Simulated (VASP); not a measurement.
# CsPt (F-43m) in VASP: notebook

Runs on CsPt. Level: PBE. Tasks: relaxation of cell and atoms.

Everything below comes from runs of VASP 6.6.1. Logs are shortened: lines on timing, memory, paths and dates and some standing lists are left out, and cuts for length are marked.

## (1) The cell of the first run

The structure is cubic, space group F-43m (No. 216). Conventional cell: a = 7.012 Å, b = 7.012 Å, c = 7.012 Å, α = 90.00°, β = 90.00°, γ = 90.00°. Cs (site symmetry -43m) has 4 Pt at 3.04 Å within 4.0 Å. Within 4.0 Å of Pt (site symmetry -43m) lie 4 Cs at 3.04 Å.

## (2) Relaxation of cell and atoms, PBE

INCAR reads:

```
ALGO = Fast
EDIFF = 1E-7
EDIFFG = -0.01
ENCUT = 600
GGA = PE
IBRION = 2
ISIF = 3
ISMEAR = 0
LASPH = T
LCHARG = F
LREAL = F
LWAVE = F
NELM = 80
NSW = 100
PREC = Accurate
SIGMA = 0.1
```

KPOINTS reads:

```
k-points
0
Gamma
  14 14 14
```

POSCAR reads:

```
CsPt
1.0
    0.0000000000      3.5058619700      3.5058619700
    3.5058619700      0.0000000000      3.5058619700
    3.5058619700      3.5058619700      0.0000000000
Cs Pt
1 1
Direct
    0.0000000000      0.0000000000      0.0000000000
    0.2500000000      0.2500000000      0.2500000000
```

Potentials or basis: VASP PAW PBE potentials, release 64 (Cs_sv, Pt).

On the command line:

```bash
cat potpaw_PBE.64/Cs_sv/POTCAR potpaw_PBE.64/Pt/POTCAR > POTCAR
mpirun -np 1 vasp_std > vasp.out
```

OUTCAR:

```text
EDIFF = 1E-7
   EDIFFG = -0.01
   ENCUT = 600
   GGA = PE
   IBRION = 2
   ISIF = 3
   ISMEAR = 0
   LASPH = T
   LREAL = F
   NELM = 80
   NSW = 100
   PREC = Accurate

 ion  position               nearest neighbor table
   1  0.000  0.000  0.000-   2 3.04   2 3.04   2 3.04   2 3.04
   2  0.250  0.250  0.250-   1 3.04   1 3.04   1 3.04   1 3.04

  LATTYP: Found a face centered cubic cell.
 ALAT       =     7.0117239400

  Lattice vectors:

 A1 = (   0.0000000000,   3.5058619700,   3.5058619700)
 A2 = (   3.5058619700,   0.0000000000,   3.5058619700)
 A3 = (   3.5058619700,   3.5058619700,   0.0000000000)

Analysis of symmetry for initial positions (statically):
=====================================================================
 Subroutine PRICEL returns:
 Original cell was already a primitive cell.

 Routine SETGRP: Setting up the symmetry group for a
 face centered cubic supercell.

 Subroutine GETGRP returns: Found 24 space group operations
 (whereof 24 operations were pure point group operations)
 out of a pool of 48 trial point group operations.

The static configuration has the point symmetry T_d .

Analysis of symmetry for dynamics (positions and initial velocities):
=====================================================================
 Subroutine PRICEL returns:
 Original cell was already a primitive cell.

 Routine SETGRP: Setting up the symmetry group for a
 face centered cubic supercell.

 Subroutine GETGRP returns: Found 24 space group operations
 (whereof 24 operations were pure point group operations)
 out of a pool of 48 trial point group operations.

The dynamic configuration has the point symmetry T_d .

 Subroutine INISYM returns: Found 24 space group operations
 (whereof 24 operations are pure point group operations),
 and found     1 'primitive' translations

----------------------------------------------------------------------------------------

                                     Primitive cell

  volume of cell :      86.1816

  direct lattice vectors                    reciprocal lattice vectors
     0.000000000  3.505861970  3.505861970    -0.142618279  0.142618279  0.142618279
     3.505861970  0.000000000  3.505861970     0.142618279 -0.142618279  0.142618279
     3.505861970  3.505861970  0.000000000     0.142618279  0.142618279 -0.142618279

  length of vectors
     4.958037546  4.958037546  4.958037546     0.247022105  0.247022105  0.247022105

[... 101 lines left out ...]
  volume/ion in A,a.u.               =      43.09       290.79
  Fermi-wavevector in a.u.,A,eV,Ry     =   0.988981  1.868903 13.307629  0.978083
  Thomas-Fermi vector in A             =   2.120547
   LORBIT       =      0    0 simple, 1 ext, 2 COOP (PROOUT), +10 PAW based schemes
   GGA     = PE    functional components
   LHFCALC =     F    Hartree Fock is set to
   AEXX    =    0.0000 exact exchange contribution
   IVDW    =     0    specifies the selected vdW correction
   LEPSILON=     F    determine dielectric tensor
   LRPA    =     F    only Hartree local field effects (RPA)
 conjugate gradient relaxation of ions
 non-spin polarized calculation
 RMM-DIIS sequential band-by-band and
 Gauss-broadening in eV      SIGMA  =   0.10
  energy-cutoff  :      600.00
  volume of cell :       86.18
 maximum number of plane-waves:      2892
   NGX = 19   NGY = 19   NGZ = 19

--------------------------------------- Ionic step        1  -------------------------------------------

 number of electron      18.9999998 magnetization

 Free energy of the ion-electron system (eV)
  ---------------------------------------------------
  ext. energy  EPLUGINS =         0.00000000
  ---------------------------------------------------
  free energy    TOTEN  =        -4.72442430 eV

  energy without entropy =       -4.71462319  energy(sigma->0) =       -4.71952374

------------------------ aborting loop because EDIFF is reached ----------------------------------------

  FORCE on cell =-STRESS in cart. coord.  units (eV):
  Direction    XX          YY          ZZ          XY          YZ          ZX
  --------------------------------------------------------------------------------------
  -------------------------------------------------------------------------------------
  Total        0.5013237      0.5013237      0.5013237      0.0000000      0.0000000      0.0000000
  in kB        9.3199670      9.3199670      9.3199670      0.0000000      0.0000000      0.0000000
  external PRESSURE =       9.3199670 kB  Pullay stress =       0.0000000 kB
[... 131 lines left out ...]
--------------------------------------- Ionic step        5  -------------------------------------------

 number of electron      18.9999999 magnetization

 Free energy of the ion-electron system (eV)
  ---------------------------------------------------
  ext. energy  EPLUGINS =         0.00000000
  ---------------------------------------------------
  free energy    TOTEN  =        -4.74992342 eV

  energy without entropy =       -4.72752665  energy(sigma->0) =       -4.73872503

 E-fermi :   0.2687     XC(G=0):  -7.2878

 val. band max:        0.2588549228   @ k =  -0.4286   0.2143   0.0714
 cond. band min:       0.2744009736   @ k =  -0.2857   0.2857   0.0000
 fundamental gap:      0.0155460508
 Fermi energy:         0.2686758705

 k-point     1 :       0.0000    0.0000    0.0000
  band No.  band energies     occupation
      1     -20.6428      2.00000
      2      -7.5356      2.00000
      3      -7.5356      2.00000
      4      -7.5356      2.00000
      5      -1.2310      2.00000
      6      -0.2598      2.00000
      7      -0.2598      2.00000
      8       0.1819      1.78004
      9       0.1819      1.78003
     10       0.1819      1.78003
     11       4.3463      0.00000
     12       4.3463      0.00000
     13       4.3463      0.00000
[... 354 lines left out ...]
  band No.  band energies     occupation
      1     -20.6311      2.00000
      2      -7.6958      2.00000
      3      -7.5553      2.00000
      4      -7.5521      2.00000
      5      -0.5270      2.00000
      6      -0.3465      2.00000
      7      -0.2020      2.00000
      8       0.0036      1.99982
      9       0.0808      1.99211
     10       0.1784      1.79822
     11       3.3315      0.00000
     12       4.6368      0.00000
     13       4.7694      0.00000

 [... further k-points ...]

------------------------ aborting loop because EDIFF is reached ----------------------------------------

  FORCE on cell =-STRESS in cart. coord.  units (eV):
  Direction    XX          YY          ZZ          XY          YZ          ZX
  --------------------------------------------------------------------------------------
  -------------------------------------------------------------------------------------
  Total        0.0011603      0.0011603      0.0011603      0.0000000      0.0000000      0.0000000
  in kB        0.0191287      0.0191287      0.0191287      0.0000000      0.0000000      0.0000000
  external PRESSURE =       0.0191287 kB  Pullay stress =       0.0000000 kB
[... 17 lines left out ...]
  FREE ENERGIE OF THE ION-ELECTRON SYSTEM (eV)
  ---------------------------------------------------
  free  energy   TOTEN  =        -4.7499234171 eV

  energy  without entropy=       -4.7275266461  energy(sigma->0) =       -4.73872503

 reached required accuracy - stopping structural energy minimisation
```

OSZICAR:

```text
N       E                     dE             d eps       ncg     rms          rms(c)
DAV:   1     0.116152404941E+03    0.11615E+03   -0.86958E+03  2704   0.136E+03
DAV:   2     0.178967317871E+01   -0.11436E+03   -0.10851E+03  3857   0.220E+02
DAV:   3    -0.495288312919E+01   -0.67426E+01   -0.66500E+01  3369   0.561E+01
[... 60 lines left out ...]
RMM:   5    -0.474990698903E+01   -0.33897E-04   -0.27118E-04  2777   0.111E-01    0.198E-02
RMM:   6    -0.474991951925E+01   -0.12530E-04   -0.46100E-05  2787   0.435E-02    0.123E-02
RMM:   7    -0.474992199131E+01   -0.24721E-05   -0.24402E-05  2704   0.320E-02    0.490E-03
RMM:   8    -0.474992321925E+01   -0.12279E-05   -0.47643E-06  2722   0.146E-02    0.151E-03
RMM:   9    -0.474992343322E+01   -0.21397E-06   -0.12173E-06  2532   0.546E-03    0.848E-04
RMM:  10    -0.474992341706E+01    0.16168E-07   -0.17382E-07  1803   0.236E-03
   5 F= -.47499234E+01 E0= -.47387250E+01  d E =-.254991E-01
```

Run time: 15 min. Hardware: 1 thread of Oxide Virtual Turin-like, shared host; peak memory 0.33 GiB.

What came out:

```yaml
Free_energy: -4.7499 eV
Relaxed_volume: 48.59 Å³/atom
Relaxed_cell: a = 5.161 Å, b = 5.161 Å, c = 5.161 Å, α = 60.00°, β = 60.00°, γ = 60.00°
Space_group_after_relaxing_to_0.05_Å: F-43m (No. 216)
Energy_gained_by_relaxing: 12.7 meV/atom
Ionic_steps: 5
Pressure_after_relaxing: 0.0 GPa
```

Step by step:
| step | energy change (eV) | largest force (eV/Å) | pressure (GPa) | volume (Å³) |
| --- | --- | --- | --- | --- |
| 1 | 0.0000 | 0.0000 | 0.93 | 86.18 |
| 2 | -0.0143 | 0.0000 | 0.54 | 89.35 |
| 3 | -0.0241 | 0.0000 | 0.15 | 94.17 |
| 4 | -0.0254 | 0.0000 | 0.04 | 96.28 |
| 5 | -0.0255 | 0.0000 | 0.00 | 97.18 |

Final structure:
```yaml
crystal:
  lattice:
    - [0.00000, 3.64911, 3.64911]
    - [3.64911, 0.00000, 3.64911]
    - [3.64911, 3.64911, 0.00000]
  atoms:
    - { symbol: Cs, position: [0.00000, 0.00000, 0.00000] }
    - { symbol: Pt, position: [0.25000, 0.25000, 0.25000] }
```

Levels at points of the mesh, in eV from the Fermi level:
```
           k point  band 6  band 7  band 8  band 9  band 10  band 11  band 12  band 13
(0.00, 0.00, 0.00)   -0.53   -0.53   -0.09   -0.09    -0.09     4.08     4.08     4.08
(0.50, 0.00, 0.00)   -0.47   -0.47   -0.28   -0.24    -0.24     3.12     4.50     4.50
(0.50, 0.50, 0.00)   -0.60   -0.35   -0.34   -0.34     0.42     2.43     5.03     5.82
```

Caveat: spin-orbit coupling is left out, which moves the levels of the heavy elements.

## (3) Relaxation of cell and atoms, PBE

This run uses another cell than the first one, of 45.75 Å³/atom, 1.062 times its volume.

INCAR reads:

```
SYSTEM = CsPt
PREC = Accurate
ENCUT = 600
EDIFF = 1E-6
ISMEAR = 0
SIGMA = 0.1
LREAL = .False.
LASPH = .True.
NELM = 60
ALGO = Fast
ISIF = 3
LWAVE = .False.
LCHARG = .False.
GGA = PE
IBRION = 2
NSW = 100
EDIFFG = -0.01
```

KPOINTS reads:

```
Automatic mesh
0
Gamma
  14 14 14
  0 0 0
```

POSCAR reads:

```
CsPt
1.0
    0.0000000000      3.5766701851      3.5766701851
    3.5766701851      0.0000000000      3.5766701851
    3.5766701851      3.5766701851      0.0000000000
Cs Pt
1 1
Direct
    0.0000000000      0.0000000000      0.0000000000
    0.2500000000      0.2500000000      0.2500000000
```

Potentials or basis: VASP PAW PBE potentials, release 64 (Cs_sv, Pt).

On the command line:

```bash
cat potpaw_PBE.64/Cs_sv/POTCAR potpaw_PBE.64/Pt/POTCAR > POTCAR
mpirun -np 1 vasp_std > vasp.out
```

Wall time 11 min (1 thread of Oxide Virtual Turin-like, shared host); peak memory 0.35 GiB.

The run converged. Its results:

```
Free energy                            : -4.7507 eV
Relaxed volume                         : 48.67 Å³/atom
Relaxed cell                           : a = 5.163 Å, b = 5.163 Å, c = 5.163 Å, α = 60.00°, β = 60.00°, γ = 60.00°
Space group after relaxing (to 0.05 Å) : F-43m (No. 216)
Energy gained by relaxing              : 2.8 meV/atom
Ionic steps                            : 4
Pressure after relaxing                : 0.0 GPa
```

The path:
| step | energy change (eV) | largest force (eV/Å) | pressure (GPa) | volume (Å³) |
| --- | --- | --- | --- | --- |
| 1 | 0.0000 | 0.0000 | 0.32 | 91.51 |
| 2 | -0.0022 | 0.0000 | 0.26 | 92.71 |
| 3 | -0.0055 | 0.0000 | 0.05 | 96.36 |
| 4 | -0.0057 | 0.0000 | 0.00 | 97.34 |

Final structure:
```yaml
crystal:
  lattice:
    - [0.00000, 3.65105, 3.65105]
    - [3.65105, 0.00000, 3.65105]
    - [3.65105, 3.65105, 0.00000]
  atoms:
    - { symbol: Cs, position: [0.00000, 0.00000, 0.00000] }
    - { symbol: Pt, position: [0.25000, 0.25000, 0.25000] }
```

Levels at points of the mesh, in eV from the Fermi level:
| k point | band 8 | band 9 | band 10 | band 11 | band 12 | band 13 |
| --- | --- | --- | --- | --- | --- | --- |
| (0.00, 0.00, 0.00) | -0.09 | -0.09 | -0.09 | 4.08 | 4.08 | 4.08 |
| (0.50, 0.00, 0.00) | -0.28 | -0.24 | -0.24 | 3.12 | 4.50 | 4.50 |
| (0.50, 0.50, 0.00) | -0.34 | -0.34 | 0.42 | 2.43 | 5.03 | 5.82 |

Caveat: spin-orbit coupling is left out, which moves the levels of the heavy elements.
